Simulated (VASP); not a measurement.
A run of VASP 6.6.1 is set up as follows.

Contents of INCAR:

```
SYSTEM = MgO
PREC = Accurate
ENCUT = 750
EDIFF = 1E-6
ISMEAR = 0
SIGMA = 0.05
LREAL = .FALSE.
LASPH = .TRUE.
NELM = 120
ALGO = Normal
ISIF = 2
LWAVE = .FALSE.
LCHARG = .FALSE.
GGA = CA
NBANDS = 15
GGA_COMPAT = .FALSE.
```

KPOINTS

```
regular mesh
0
G
  10 10 10
  0 0 0
```

File POSCAR:

```
MgO
1.0
    0.0266893750      2.1351500000      2.1351500000
    2.1351500000      0.0266893750      2.1351500000
    2.1618393750      2.1618393750      0.0000000000
Mg O
1 1
Direct
    0.0000000000      0.0000000000      0.0000000000
    0.5000000000      0.5000000000      0.5000000000
```

Potentials or basis: VASP PAW LDA potentials, release 64 (Mg_sv, O).

Run with:

```sh
$ cat potpaw_LDA.64/Mg_sv/POTCAR potpaw_LDA.64/O/POTCAR > POTCAR
$ mpirun -np 1 vasp_std > vasp.out
```

What does it give for the band gap on the k mesh?

4.18 eV.

Estimate the pressure.

-11.7 GPa.

Stress tensor (GPa, compression positive):
```
-11.67  -3.49   0.00
 -3.49 -11.67   0.00
  0.00   0.00 -11.79
```

Caveat: the cell differs from its parent crystal (strain +0.0250 x Voigt [0, 0, 0, 0, 0, 1]); the cell stands under tension.
